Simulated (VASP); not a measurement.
Here is a VASP 6.6.1 calculation.

File INCAR:

```
PREC = Accurate
ENCUT = 520
EDIFF = 1E-7
ISMEAR = 0
SIGMA = 0.1
LREAL = F
LASPH = T
NELM = 100
ALGO = Fast
ISIF = 2
LWAVE = F
LCHARG = T
GGA = PE
LELF = T
LVHAR = T
NBANDS = 13
```

The input KPOINTS:

```
regular mesh
0
Gamma
  20 20 20
```

Contents of POSCAR:

```
Sn
1.0
   -1.9509286058      1.9509286058      1.7135462878
    1.9509286058     -1.9509286058      1.7135462878
    1.9509286058      1.9509286058     -1.7135462878
Sn
1
Direct
    0.5000000000      0.5000000000      0.0000000000
```

Potentials or basis: VASP PAW PBE potentials, release 64 (Sn_d).

Launch:

```bash
$ cat potpaw_PBE.64/Sn_d/POTCAR > POTCAR
$ mpirun -np 1 vasp_std > vasp.out
```

What does it give for the band gap on the k mesh?

Zero (bands 7 and 8 overlap by 9.99 eV).

What does it give for the pressure?

3.3 GPa.

Stress tensor (GPa, compression positive):
```
3.23 0.00 0.00
0.00 3.23 0.00
0.00 0.00 3.32
```

Caveat: the cell stands under pressure; spin-orbit coupling is left out, which moves the levels of the heavy elements.
